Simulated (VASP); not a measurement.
# BeTl3 (Pm-3m) in VASP: a series of runs

Runs on BeTl3. Level: PBE. Tasks: single point, relaxation of cell and atoms.

Program: VASP 6.6.1. These are calculated values, not measurements. Logs are shortened: lines on timing, memory, paths and dates and some standing lists are left out, and cuts for length are marked.

## (1) The cell of the first run

The structure is cubic, space group Pm-3m (No. 221). Conventional cell: a = 4.722 Å, b = 4.722 Å, c = 4.722 Å, α = 90.00°, β = 90.00°, γ = 90.00°. Be (site symmetry m-3m) has 12 Tl at 3.34 Å within 4.4 Å. Within 4.4 Å of Tl (site symmetry 4/mmm) lie 4 Be at 3.34 Å and 8 Tl at 3.34 Å.

## (2) Single point, PBE

Contents of INCAR:

```
PREC = Accurate ; ENCUT = 520
EDIFF = 1E-6 ; ISMEAR = 0
SIGMA = 0.1 ; LREAL = False
LASPH = True ; NELM = 80
ALGO = Fast ; ISIF = 2
LWAVE = False ; LCHARG = False
GGA = PE ; NBANDS = 28
```

Contents of KPOINTS:

```
Automatic mesh
0
Gamma
  4 4 4
```

Contents of POSCAR:

```
BeTl3
1.0
    4.7220147288      0.0000000000      0.0000000000
    0.0000000000      4.7220147288      0.0000000000
    0.0000000000      0.0000000000      4.7220147288
Be Tl
1 3
Direct
    0.0000000000      0.0000000000      0.0000000000
    0.0000000000      0.5000000000      0.5000000000
    0.5000000000      0.0000000000      0.5000000000
    0.5000000000      0.5000000000      0.0000000000
```

Potentials or basis: VASP PAW PBE potentials, release 64 (Be, Tl_d).

On the command line:

```
$ cat potpaw_PBE.64/Be/POTCAR potpaw_PBE.64/Tl_d/POTCAR > POTCAR
$ mpirun -np 1 vasp_std > vasp.out
```

OUTCAR:

```text
PREC = Accurate
   ENCUT = 520
   EDIFF = 1E-6
   ISMEAR = 0
   LREAL = False
   LASPH = True
   NELM = 80
   ISIF = 2
   GGA = PE

 ion  position               nearest neighbor table
   1  0.000  0.000  0.000-
   2  0.000  0.500  0.500-   3 3.34   4 3.34   4 3.34   3 3.34   3 3.34   4 3.34   4 3.34   3 3.34

   3  0.500  0.000  0.500-   2 3.34   4 3.34   4 3.34   2 3.34   4 3.34   4 3.34   2 3.34   2 3.34

   4  0.500  0.500  0.000-   2 3.34   3 3.34   2 3.34   3 3.34   3 3.34   3 3.34   2 3.34   2 3.34

  LATTYP: Found a simple cubic cell.
 ALAT       =     4.7220147288

  Lattice vectors:

 A1 = (   4.7220147288,   0.0000000000,   0.0000000000)
 A2 = (   0.0000000000,   4.7220147288,   0.0000000000)
 A3 = (   0.0000000000,   0.0000000000,   4.7220147288)

Analysis of symmetry for initial positions (statically):
=====================================================================
 Subroutine PRICEL returns:
 Original cell was already a primitive cell.

 Routine SETGRP: Setting up the symmetry group for a
 simple cubic supercell.

 Subroutine GETGRP returns: Found 48 space group operations
 (whereof 48 operations were pure point group operations)
 out of a pool of 48 trial point group operations.

The static configuration has the point symmetry O_h .

Analysis of symmetry for dynamics (positions and initial velocities):
=====================================================================
 Subroutine PRICEL returns:
 Original cell was already a primitive cell.

 Routine SETGRP: Setting up the symmetry group for a
 simple cubic supercell.

 Subroutine GETGRP returns: Found 48 space group operations
 (whereof 48 operations were pure point group operations)
 out of a pool of 48 trial point group operations.

The dynamic configuration has the point symmetry O_h .

 Subroutine INISYM returns: Found 48 space group operations
 (whereof 48 operations are pure point group operations),
 and found     1 'primitive' translations

----------------------------------------------------------------------------------------

                                     Primitive cell

  volume of cell :     105.2888

  direct lattice vectors                    reciprocal lattice vectors
     4.722014729  0.000000000  0.000000000     0.211774011  0.000000000  0.000000000
     0.000000000  4.722014729  0.000000000     0.000000000  0.211774011  0.000000000
     0.000000000  0.000000000  4.722014729     0.000000000  0.000000000  0.211774011

  length of vectors
     4.722014729  4.722014729  4.722014729     0.211774011  0.211774011  0.211774011

  position of ions in fractional coordinates (direct lattice)
     0.000000000  0.000000000  0.000000000
     0.000000000  0.500000000  0.500000000
     0.500000000  0.000000000  0.500000000
     0.500000000  0.500000000  0.000000000

  ion indices of the primitive-cell ions
   primitive index   ion index
                 1           1
                 2           2
                 3           3
                 4           4

----------------------------------------------------------------------------------------

 KPOINTS: Automatic mesh

Automatic generation of k-mesh.
 Grid dimensions read from file:
 generate k-points for:    4    4    4

 Generating k-lattice:

  Cartesian coordinates                     Fractional coordinates (reciprocal lattice)
     0.052943503  0.000000000  0.000000000     0.250000000  0.000000000  0.000000000
     0.000000000  0.052943503  0.000000000     0.000000000  0.250000000  0.000000000
     0.000000000  0.000000000  0.052943503     0.000000000  0.000000000  0.250000000

  Length of vectors
     0.052943503  0.052943503  0.052943503

  Shift w.r.t. Gamma in fractional coordinates (k-lattice)
     0.000000000  0.000000000  0.000000000

 Subroutine IBZKPT returns following result:
 ===========================================

 Found     10 irreducible k-points:

 Following reciprocal coordinates:
            Coordinates               Weight
  0.000000  0.000000  0.000000      1.000000
  0.250000  0.000000  0.000000      6.000000
  0.500000  0.000000  0.000000      3.000000
  0.250000  0.250000  0.000000     12.000000
  0.500000  0.250000  0.000000     12.000000
  0.500000  0.500000  0.000000      3.000000
  0.250000  0.250000  0.250000      8.000000
  0.500000  0.250000  0.250000     12.000000
  0.500000  0.500000  0.250000      6.000000
  0.500000  0.500000  0.500000      1.000000
   k-points           NKPTS =     10   k-points in BZ     NKDIM =     10   number of bands    NBANDS=     28
   number of dos      NEDOS =    301   number of ions     NIONS =      4
   total plane-waves  NPLWV =  46656
   dimension x,y,z NGX =    36 NGY =   36 NGZ =   36
   dimension x,y,z NGXF=    72 NGYF=   72 NGZF=   72
   ions per type =               1   3
   NGX,Y,Z   is equivalent  to a cutoff of  12.67, 12.67, 12.67 a.u.
   NGXF,Y,Z  is equivalent  to a cutoff of  25.35, 25.35, 25.35 a.u.
 SYSTEM =  unknown system
   PREC   = accura    normal or accurate (medium, high low for compatibility)
   ISTART =      0    job   : 0-new  1-cont  2-samecut
   ICHARG =      2    charge: 1-file 2-atom 10-const
   ISPIN  =      1    spin polarized calculation?
   LNONCOLLINEAR =      F non collinear calculations
   LSORBIT =      F    spin-orbit coupling
   LASPH  =      T    aspherical Exc in radial PAW
   ENCUT  =  520.0 eV  38.22 Ry    6.18 a.u.   8.78  8.78  8.78*2*pi/ulx,y,z
   NELM   =     80;   NELMIN=  2; NELMDL= -5     # of ELM steps
   EDIFF  = 0.1E-05   stopping-criterion for ELM
   LREAL  =      F    real-space projection
   EDIFFG = 0.1E-04   stopping-criterion for IOM
   NSW    =      0    number of steps for IOM
   IBRION =     -1    ionic relax: 0-MD 1-quasi-New 2-CG
   NFREE  =      0    steps in history (QN), initial steepest desc. (CG)
   ISIF   =      2    stress and relaxation
   ISYM   =      2    0-nonsym 1-usesym 2-fastsym
   POTIM  = 0.5000    time-step for ionic-motion
   TEBEG  =    0.0;   TEEND  =   0.0 temperature during run
   PSTRESS=    0.0 pullay stress
   NELECT =      41.0000    total number of electrons
   NUPDOWN=      -1.0000    fix difference up-down
   EMIN   =  10.00;   EMAX   =-10.00  energy-range for DOS
   EFERMI =   0.00;   METHOD = LEGACY
   ISMEAR =     0;   SIGMA  =   0.10  broadening in eV -4-tet -1-fermi 0-gaus
   EFERMI_NEDOS =   21; number of points for ismear=-14 and -15
   IALGO  =     68    algorithm
   IMIX   =      4    mixing-type and parameters
     AMIX     =   0.40;   BMIX     =  1.00
     AMIX_MAG =   1.60;   BMIX_MAG =  1.00
  volume/ion in A,a.u.               =      26.32       177.63
  Fermi-wavevector in a.u.,A,eV,Ry     =   1.195479  2.259129 19.445053  1.429171
  Thomas-Fermi vector in A             =   2.331444
   LORBIT       =      0    0 simple, 1 ext, 2 COOP (PROOUT), +10 PAW based schemes
   GGA     = PE    functional components
   LHFCALC =     F    Hartree Fock is set to
   AEXX    =    0.0000 exact exchange contribution
   IVDW    =     0    specifies the selected vdW correction
   LEPSILON=     F    determine dielectric tensor
   LRPA    =     F    only Hartree local field effects (RPA)
 non-spin polarized calculation
 RMM-DIIS sequential band-by-band and
 Gauss-broadening in eV      SIGMA  =   0.10
  energy-cutoff  :      520.00
  volume of cell :      105.29
 maximum number of plane-waves:      2897
 NGX is ok and might be reduce to    36
   NGX = 17   NGY = 17   NGZ = 17

 number of electron      40.9999994 magnetization

 Free energy of the ion-electron system (eV)
  ---------------------------------------------------
  ext. energy  EPLUGINS =         0.00000000
  ---------------------------------------------------
  free energy    TOTEN  =        -8.30131841 eV

  energy without entropy =       -8.29473416  energy(sigma->0) =       -8.29802628

 E-fermi :   5.7606     XC(G=0):  -9.7805

 val. band max:        5.6591992071   @ k =   0.5000   0.5000   0.2500
 cond. band min:       5.8249537590   @ k =   0.2500   0.2500   0.2500
 fundamental gap:      0.1657545519
 Fermi energy:         5.7605956186

 k-point     1 :       0.0000    0.0000    0.0000
  band No.  band energies     occupation
      1      -6.4219      2.00000
      2      -6.3323      2.00000
      3      -6.3323      2.00000
      4      -6.3323      2.00000
      5      -6.0343      2.00000
      6      -6.0343      2.00000
[... 20 lines left out ...]
     27      10.4683      0.00000
     28      10.4683      0.00000

 k-point     2 :       0.2500    0.0000    0.0000
  band No.  band energies     occupation
      1      -6.3151      2.00000
      2      -6.3126      2.00000
      3      -6.2168      2.00000
      4      -6.2168      2.00000
      5      -6.0143      2.00000
      6      -5.9447      2.00000
[... 20 lines left out ...]
     27      10.4940      0.00000
     28      10.4940      0.00000

 k-point     3 :       0.5000    0.0000    0.0000
  band No.  band energies     occupation
      1      -6.2913      2.00000
      2      -6.1632      2.00000
      3      -5.9847      2.00000
      4      -5.9532      2.00000
      5      -5.9532      2.00000
      6      -5.8730      2.00000
[... 20 lines left out ...]
     27      11.6538      0.00000
     28      11.6541      0.00000

 k-point     4 :       0.2500    0.2500    0.0000
  band No.  band energies     occupation
      1      -6.2560      2.00000
      2      -6.2368      2.00000
      3      -6.1609      2.00000
      4      -6.1364      2.00000
      5      -5.9644      2.00000
      6      -5.8837      2.00000
[... 144 lines left out ...]
     27      10.9340      0.00000
     28      12.6724      0.00000

 k-point     9 :       0.5000    0.5000    0.2500
  band No.  band energies     occupation
      1      -6.1653      2.00000
      2      -6.1653      2.00000
      3      -6.1552      2.00000
      4      -6.0361      2.00000
      5      -5.9919      2.00000
      6      -5.9919      2.00000
[... 20 lines left out ...]
     27      11.7070      0.00000
     28      13.2393      0.00000

 k-point    10 :       0.5000    0.5000    0.5000
  band No.  band energies     occupation
      1      -6.2328      2.00000
      2      -6.2328      2.00000
      3      -6.2328      2.00000
      4      -6.1062      2.00000
      5      -6.0171      2.00000
      6      -6.0171      2.00000
[... 20 lines left out ...]
     27      14.4870      0.00000
     28      14.4870      0.00000

------------------------ aborting loop because EDIFF is reached ----------------------------------------

  FORCE on cell =-STRESS in cart. coord.  units (eV):
  Direction    XX          YY          ZZ          XY          YZ          ZX
  --------------------------------------------------------------------------------------
  -------------------------------------------------------------------------------------
  Total       -0.1230520     -0.1230520     -0.1230520      0.0000000      0.0000000     -0.0000000
  in kB       -1.8724806     -1.8724806     -1.8724806      0.0000000      0.0000000     -0.0000000
  external PRESSURE =      -1.8724806 kB  Pullay stress =       0.0000000 kB

 VOLUME and BASIS-vectors are now :
 -----------------------------------------------------------------------------
  energy-cutoff  :      520.00
  volume of cell :      105.29
      direct lattice vectors                 reciprocal lattice vectors
     4.722014729  0.000000000  0.000000000     0.211774011  0.000000000  0.000000000
     0.000000000  4.722014729  0.000000000     0.000000000  0.211774011  0.000000000
     0.000000000  0.000000000  4.722014729     0.000000000  0.000000000  0.211774011

 POSITION                                       TOTAL-FORCE (eV/Angst)
 -----------------------------------------------------------------------------------
      0.00000      0.00000      0.00000         0.000000      0.000000      0.000000
      0.00000      2.36101      2.36101         0.000000      0.000000      0.000000
      2.36101      0.00000      2.36101         0.000000      0.000000      0.000000
      2.36101      2.36101      0.00000         0.000000      0.000000      0.000000
 -----------------------------------------------------------------------------------
    total drift:                                0.000000      0.000000      0.000000

  FREE ENERGIE OF THE ION-ELECTRON SYSTEM (eV)
  ---------------------------------------------------
  free  energy   TOTEN  =        -8.3013184099 eV

  energy  without entropy=       -8.2947341558  energy(sigma->0) =       -8.29802628
```

Run time: 12 s. Hardware: 1 thread of AMD EPYC 9R45 (Zen 5), shared host; peak memory 0.17 GiB.

What came out:

```
Free energy            : -8.3013 eV
Pressure               : -0.2 GPa
Band gap on the k mesh : zero (an odd number of electrons rules out a gap without spin polarisation)
```

Levels at points of the mesh, in eV from the Fermi level:
```csv
k point,band 19,band 20,band 21,band 22,band 23,band 24
"(0.00, 0.00, 0.00)",-1.74,-1.74,-1.74,-0.36,3.60,3.60
"(0.50, 0.00, 0.00)",-0.91,0.25,0.25,0.63,0.63,2.08
"(0.50, 0.50, 0.00)",-3.85,1.16,1.43,1.43,2.26,2.42
"(0.50, 0.50, 0.50)",-3.37,-2.70,-2.70,-2.70,-1.56,6.49
```

Caveat: spin-orbit coupling is left out, which moves the levels of the heavy elements.

(Part 1 of 3 ends here.)
